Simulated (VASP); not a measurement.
# W3O (Cccm) in VASP: single point with PBE

Aim: the single point of W3O with PBE.

Everything below comes from runs of VASP 6.6.1. Logs are shortened: lines on timing, memory, paths and dates and some standing lists are left out, and cuts for length are marked.

## Step 1: The cell of the first run

Symmetry: Cccm, No. 66, orthorhombic system. The conventional cell has a = 6.752 Å, b = 7.063 Å, c = 4.885 Å, α = 90.00°, β = 90.00°, γ = 90.00°. Within 3.2 Å of W (site symmetry m) lie 10 W at 2.44 to 3.04 Å and 4 O at 2.68 to 2.78 Å. Within 3.2 Å of W (site symmetry 222) lie 10 W at 2.44 to 3.04 Å and 4 O at 2.73 Å. Within 3.5 Å of O (site symmetry 2/m) lie 12 W at 2.68 to 2.78 Å.

## Step 2: Single point, PBE (strain +0.0450 x Voigt [0, 0, 0, 0, 0, 1])

INCAR

```
SYSTEM = W3O
PREC = Accurate ; ENCUT = 520
EDIFF = 1E-7 ; ISMEAR = 0
SIGMA = 0.15 ; LREAL = .False.
LASPH = .True. ; NELM = 100
ALGO = Normal ; ISIF = 2
LWAVE = .False. ; LCHARG = .False.
GGA = PE ; NBANDS = 58
```

KPOINTS

```
regular mesh
0
Gamma
  8 8 8
  0 0 0
```

POSCAR

```
W3O
1.0
    4.8845028662      0.1099013145      0.0000000000
    0.1099013145      4.8845028662      0.0000000000
    0.0000000000      0.0000000000      4.8845028662
W O
6 2
Direct
    0.5000000000      0.7500000000      0.0000000000
    0.0000000000      0.5000000000      0.7500000000
    0.2500000000      0.0000000000      0.5000000000
    0.5000000000      0.2500000000      0.0000000000
    0.0000000000      0.5000000000      0.2500000000
    0.7500000000      0.0000000000      0.5000000000
    0.5000000000      0.5000000000      0.5000000000
    0.0000000000      0.0000000000      0.0000000000
```

Potentials or basis: VASP PAW PBE potentials, release 64 (W_sv, O).

Started as:

```bash
$ cat potpaw_PBE.64/W_sv/POTCAR potpaw_PBE.64/O/POTCAR > POTCAR
$ mpirun -np 1 vasp_std > vasp.out
```

OUTCAR:

```text
SYSTEM = W3O
   PREC = Accurate
   ENCUT = 520
   EDIFF = 1E-7
   ISMEAR = 0
   LREAL = .False.
   LASPH = .True.
   NELM = 100
   ISIF = 2
   GGA = PE

 ion  position               nearest neighbor table
   1  0.500  0.750  0.000-   4 2.44   4 2.44   8 2.68   2 2.95   5 2.95   3 2.97   3 2.97   6 3.01
                             6 3.01   5 3.04   2 3.04
   2  0.000  0.500  0.750-   5 2.44   5 2.44   6 2.95   4 2.95   3 2.95   1 2.95   1 3.04   6 3.04
                             3 3.04   4 3.04
   3  0.250  0.000  0.500-   6 2.44   6 2.44   7 2.68   5 2.95   2 2.95   1 2.97   1 2.97   4 3.01
                             4 3.01   2 3.04   5 3.04
   4  0.500  0.250  0.000-   1 2.44   1 2.44   8 2.68   2 2.95   5 2.95   6 2.97   6 2.97   3 3.01
                             3 3.01   5 3.04   2 3.04
   5  0.000  0.500  0.250-   2 2.44   2 2.44   6 2.95   4 2.95   3 2.95   1 2.95   3 3.04   6 3.04
                             1 3.04   4 3.04
   6  0.750  0.000  0.500-   3 2.44   3 2.44   7 2.68   5 2.95   2 2.95   4 2.97   4 2.97   1 3.01
                             1 3.01   2 3.04   5 3.04
   7  0.500  0.500  0.500-   3 2.68   6 2.68
   8  0.000  0.000  0.000-   1 2.68   4 2.68

  LATTYP: Found a base centered orthorhombic cell.
 ALAT       =     6.7523062693
 B/A-ratio  =     1.0460358056
 C/A-ratio  =     0.7233828964

  Lattice vectors:

 A1 = (  -0.1099013145,  -4.8845028662,   0.0000000000)
 A2 = (   4.8845028662,   0.1099013145,   0.0000000000)
 A3 = (   0.0000000000,   0.0000000000,   4.8845028662)

Analysis of symmetry for initial positions (statically):
=====================================================================
 Subroutine PRICEL returns:
 Original cell was already a primitive cell.

 Routine SETGRP: Setting up the symmetry group for a
 base centered orthorhombic supercell.

 Subroutine GETGRP returns: Found  8 space group operations
 (whereof  4 operations were pure point group operations)
 out of a pool of  8 trial point group operations.

The static configuration has the point symmetry C_2h.
 The point group associated with its full space group is D_2h.

Analysis of symmetry for dynamics (positions and initial velocities):
=====================================================================
 Subroutine PRICEL returns:
 Original cell was already a primitive cell.

 Routine SETGRP: Setting up the symmetry group for a
 base centered orthorhombic supercell.

 Subroutine GETGRP returns: Found  8 space group operations
 (whereof  4 operations were pure point group operations)
 out of a pool of  8 trial point group operations.

The dynamic configuration has the point symmetry C_2h.
 The point group associated with its full space group is D_2h.

 Subroutine INISYM returns: Found  8 space group operations
 (whereof  4 operations are pure point group operations),
 and found     1 'primitive' translations

----------------------------------------------------------------------------------------

                                     Primitive cell

  volume of cell :     116.4773

  direct lattice vectors                    reciprocal lattice vectors
     4.884502866  0.109901314  0.000000000     0.204832822 -0.004608738  0.000000000
     0.109901314  4.884502866  0.000000000    -0.004608738  0.204832822  0.000000000
     0.000000000  0.000000000  4.884502866     0.000000000  0.000000000  0.204729125

  length of vectors
     4.885739100  4.885739100  4.884502866     0.204884664  0.204884664  0.204729125

  position of ions in fractional coordinates (direct lattice)
     0.500000000  0.750000000  0.000000000
     1.000000000  0.500000000  0.750000000
     0.250000000  1.000000000  0.500000000
     0.500000000  0.250000000  0.000000000
     1.000000000  0.500000000  0.250000000
     0.750000000  1.000000000  0.500000000
     0.500000000  0.500000000  0.500000000
     0.000000000  0.000000000  0.000000000

  ion indices of the primitive-cell ions
   primitive index   ion index
                 1           1
                 2           2
                 3           3
                 4           4
                 5           5
                 6           6
                 7           7
                 8           8

----------------------------------------------------------------------------------------

 KPOINTS: regular mesh

Automatic generation of k-mesh.
 Grid dimensions read from file:
 generate k-points for:    8    8    8

 Generating k-lattice:

  Cartesian coordinates                     Fractional coordinates (reciprocal lattice)
     0.025604103 -0.000576092  0.000000000     0.125000000 -0.000000000  0.000000000
    -0.000576092  0.025604103  0.000000000    -0.000000000  0.125000000  0.000000000
     0.000000000  0.000000000  0.025591141     0.000000000  0.000000000  0.125000000

  Length of vectors
     0.025610583  0.025610583  0.025591141

  Shift w.r.t. Gamma in fractional coordinates (k-lattice)
     0.000000000  0.000000000  0.000000000

 Subroutine IBZKPT returns following result:
 ===========================================

 Found    105 irreducible k-points:

 Following reciprocal coordinates:
            Coordinates               Weight
  0.000000  0.000000  0.000000      1.000000
  0.125000  0.000000  0.000000      4.000000
  0.250000  0.000000  0.000000      4.000000
  0.375000  0.000000  0.000000      4.000000
  0.500000  0.000000  0.000000      2.000000
  0.125000  0.125000  0.000000      2.000000
[... 16 lines left out ...]
  0.125000  0.000000  0.125000      8.000000
  0.250000  0.000000  0.125000      8.000000
 [... further k-points ...]
   k-points           NKPTS =    105   k-points in BZ     NKDIM =    105   number of bands    NBANDS=     58
   number of dos      NEDOS =    301   number of ions     NIONS =      8
   total plane-waves  NPLWV =  46656
   dimension x,y,z NGX =    36 NGY =   36 NGZ =   36
   dimension x,y,z NGXF=    72 NGYF=   72 NGZF=   72
   ions per type =               6   2
   NGX,Y,Z   is equivalent  to a cutoff of  12.25, 12.25, 12.25 a.u.
   NGXF,Y,Z  is equivalent  to a cutoff of  24.50, 24.50, 24.51 a.u.
 SYSTEM =  W3O
   PREC   = accura    normal or accurate (medium, high low for compatibility)
   ISTART =      0    job   : 0-new  1-cont  2-samecut
   ICHARG =      2    charge: 1-file 2-atom 10-const
   ISPIN  =      1    spin polarized calculation?
   LNONCOLLINEAR =      F non collinear calculations
   LSORBIT =      F    spin-orbit coupling
   LASPH  =      T    aspherical Exc in radial PAW
   ENCUT  =  520.0 eV  38.22 Ry    6.18 a.u.   9.08  9.08  9.08*2*pi/ulx,y,z
   NELM   =    100;   NELMIN=  2; NELMDL= -5     # of ELM steps
   EDIFF  = 0.1E-06   stopping-criterion for ELM
   LREAL  =      F    real-space projection
   EDIFFG = 0.1E-05   stopping-criterion for IOM
   NSW    =      0    number of steps for IOM
   IBRION =     -1    ionic relax: 0-MD 1-quasi-New 2-CG
   NFREE  =      0    steps in history (QN), initial steepest desc. (CG)
   ISIF   =      2    stress and relaxation
   ISYM   =      2    0-nonsym 1-usesym 2-fastsym
   POTIM  = 0.5000    time-step for ionic-motion
   TEBEG  =    0.0;   TEEND  =   0.0 temperature during run
   PSTRESS=    0.0 pullay stress
   NELECT =      96.0000    total number of electrons
   NUPDOWN=      -1.0000    fix difference up-down
   EMIN   =  10.00;   EMAX   =-10.00  energy-range for DOS
   EFERMI =   0.00;   METHOD = LEGACY
   ISMEAR =     0;   SIGMA  =   0.15  broadening in eV -4-tet -1-fermi 0-gaus
   EFERMI_NEDOS =   21; number of points for ismear=-14 and -15
   IALGO  =     38    algorithm
   IMIX   =      4    mixing-type and parameters
     AMIX     =   0.40;   BMIX     =  1.00
     AMIX_MAG =   1.60;   BMIX_MAG =  1.00
  volume/ion in A,a.u.               =      14.56        98.25
  Fermi-wavevector in a.u.,A,eV,Ry     =   1.534917  2.900572 32.054913  2.355970
  Thomas-Fermi vector in A             =   2.641778
   LORBIT       =      0    0 simple, 1 ext, 2 COOP (PROOUT), +10 PAW based schemes
   GGA     = PE    functional components
   LHFCALC =     F    Hartree Fock is set to
   AEXX    =    0.0000 exact exchange contribution
   IVDW    =     0    specifies the selected vdW correction
   LEPSILON=     F    determine dielectric tensor
   LRPA    =     F    only Hartree local field effects (RPA)
 non-spin polarized calculation
 Gauss-broadening in eV      SIGMA  =   0.15
  energy-cutoff  :      520.00
  volume of cell :      116.48
 maximum number of plane-waves:      3154
   NGX = 19   NGY = 19   NGZ = 19

 number of electron      95.9999997 magnetization

 Free energy of the ion-electron system (eV)
  ---------------------------------------------------
  ext. energy  EPLUGINS =         0.00000000
  ---------------------------------------------------
  free energy    TOTEN  =       -80.83748906 eV

  energy without entropy =      -80.75902775  energy(sigma->0) =      -80.79825840

 E-fermi :   9.8044     XC(G=0): -13.0711

 val. band max:        9.8037751723   @ k =   0.1250   0.0000   0.1250
 cond. band min:       9.8065022497   @ k =   0.2500   0.1250   0.3750
 fundamental gap:      0.0027270775
 Fermi energy:         9.8044006428

 k-point     1 :       0.0000    0.0000    0.0000
  band No.  band energies     occupation
      1     -64.4563      2.00000
      2     -64.3999      2.00000
      3     -64.3984      2.00000
      4     -64.1930      2.00000
      5     -64.1927      2.00000
      6     -64.1889      2.00000
[... 50 lines left out ...]
     57      13.1554      0.00000
     58      13.5334      0.00000

 k-point     2 :       0.1250    0.0000    0.0000
  band No.  band energies     occupation
      1     -64.4523      2.00000
      2     -64.4012      2.00000
      3     -64.3928      2.00000
      4     -64.1998      2.00000
      5     -64.1930      2.00000
      6     -64.1904      2.00000
[... 50 lines left out ...]
     57      12.9402      0.00000
     58      13.4913      0.00000

 k-point     3 :       0.2500    0.0000    0.0000
  band No.  band energies     occupation
      1     -64.4429      2.00000
      2     -64.4057      2.00000
      3     -64.3739      2.00000
      4     -64.2239      2.00000
      5     -64.1930      2.00000
      6     -64.1907      2.00000
[... 1216 lines left out ...]
      3     -64.3917      2.00000
      4     -64.2019      2.00000
      5     -64.1995      2.00000
      6     -64.1905      2.00000
[... 50 lines left out ...]
     57      12.8228      0.00000
     58      13.4539      0.00000

 k-point    24 :       0.2500    0.0000    0.1250
  band No.  band energies     occupation
      1     -64.4383      2.00000
      2     -64.4017      2.00000
      3     -64.3740      2.00000
      4     -64.2240      2.00000
      5     -64.2016      2.00000
      6     -64.1907      2.00000
[... 50 lines left out ...]
     57      12.6396      0.00000
     58      13.1340      0.00000

 [... further k-points ...]

------------------------ aborting loop because EDIFF is reached ----------------------------------------

  FORCE on cell =-STRESS in cart. coord.  units (eV):
  Direction    XX          YY          ZZ          XY          YZ          ZX
  --------------------------------------------------------------------------------------
  -------------------------------------------------------------------------------------
  Total        0.7975604      0.7975604      0.5028685     -0.3224061      0.0000000      0.0000000
  in kB       10.9706660     10.9706660      6.9170966     -4.4347861      0.0000000      0.0000000
  external PRESSURE =       9.6194762 kB  Pullay stress =       0.0000000 kB

 VOLUME and BASIS-vectors are now :
 -----------------------------------------------------------------------------
  energy-cutoff  :      520.00
  volume of cell :      116.48
      direct lattice vectors                 reciprocal lattice vectors
     4.884502866  0.109901314  0.000000000     0.204832822 -0.004608738  0.000000000
     0.109901314  4.884502866  0.000000000    -0.004608738  0.204832822  0.000000000
     0.000000000  0.000000000  4.884502866     0.000000000  0.000000000  0.204729125

 POSITION                                       TOTAL-FORCE (eV/Angst)
 -----------------------------------------------------------------------------------
      2.52468      3.71833      0.00000        -0.328312      0.018915      0.000000
      0.05495      2.44225      3.66338         0.000000     -0.000000     -0.000000
      1.22113      0.02748      2.44225         0.018915     -0.328312     -0.000000
      2.46973      1.27608      0.00000         0.328312     -0.018915     -0.000000
      0.05495      2.44225      1.22113        -0.000000      0.000000      0.000000
      3.66338      0.08243      2.44225        -0.018915      0.328312      0.000000
      2.49720      2.49720      2.44225         0.000000      0.000000      0.000000
      0.00000      0.00000      0.00000        -0.000000      0.000000      0.000000
 -----------------------------------------------------------------------------------
    total drift:                                0.000000      0.000000     -0.000000

  FREE ENERGIE OF THE ION-ELECTRON SYSTEM (eV)
  ---------------------------------------------------
  free  energy   TOTEN  =       -80.8374890572 eV

  energy  without entropy=      -80.7590277479  energy(sigma->0) =      -80.79825840
```

Run time: 4.2 min. Hardware: 1 thread of Intel Xeon 6975P-C (Granite Rapids), shared host; peak memory 0.56 GiB.

What came out:

```yaml
Free_energy: -80.8375 eV
Pressure: 1.0 GPa
Largest_force: 0.329 eV/Å
Band_gap_on_the_k_mesh: zero (bands 48 and 49 overlap by 0.88 eV)
```

Forces on the atoms (eV/Å):
```
W   -0.328  0.019  0.000
W    0.000  0.000  0.000
W    0.019 -0.328  0.000
W    0.328 -0.019  0.000
W    0.000  0.000  0.000
W   -0.019  0.328  0.000
O    0.000  0.000  0.000
O    0.000  0.000  0.000
```

Caveat: the cell differs from its parent crystal (strain +0.0450 x Voigt [0, 0, 0, 0, 0, 1]); spin-orbit coupling is left out, which moves the levels of the heavy elements.
